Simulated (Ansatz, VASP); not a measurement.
## RbBr: VASP beside Ansatz

```
Rb Br
1.0
     0.00000    3.36341    3.42750
     3.49159    0.00000    3.42750
     3.49159    3.36341    0.00000
Rb Br
1 1
Direct
  0.00000 0.00000 0.00000
  0.50000 0.50000 0.50000
```

Change from the starting cell: strain +0.0187 x Voigt [1, -1, 0, 0, 0, 0], atoms carried along.

Alike in both runs: task single point; functional PBE; k mesh 6 × 6 × 6; occupations gaussian, width 0.05 eV; no spin polarisation.

```csv
,VASP,Ansatz
version,VASP 6.6.1,Ansatz 0.2.0
potentials or method,"VASP PAW PBE potentials, release 64 (Rb_sv, Br), cutoff 520 eV","scalar-relativistic, plane waves, PAW"
valence electrons in the cell,16,16
```

VASP gave:

| Item | Value |
| --- | --- |
| gap on the k mesh at the Fermi level (eV) | 4.34 |
| least direct gap on the mesh (eV) | 4.34 |
| pressure (GPa) | 1.1 |
| traceless stress, the component that is largest in VASP (GPa) | 0.66 |

Question: Which values does Ansatz return?

Answer: gap on the k mesh at the Fermi level (eV): 4.34; least direct gap on the mesh (eV): 4.34; pressure (GPa): 1.0; traceless stress, the component that is largest in VASP (GPa): 0.65.

The functional is the same, so the differences come from potentials, cutoffs and numerics.
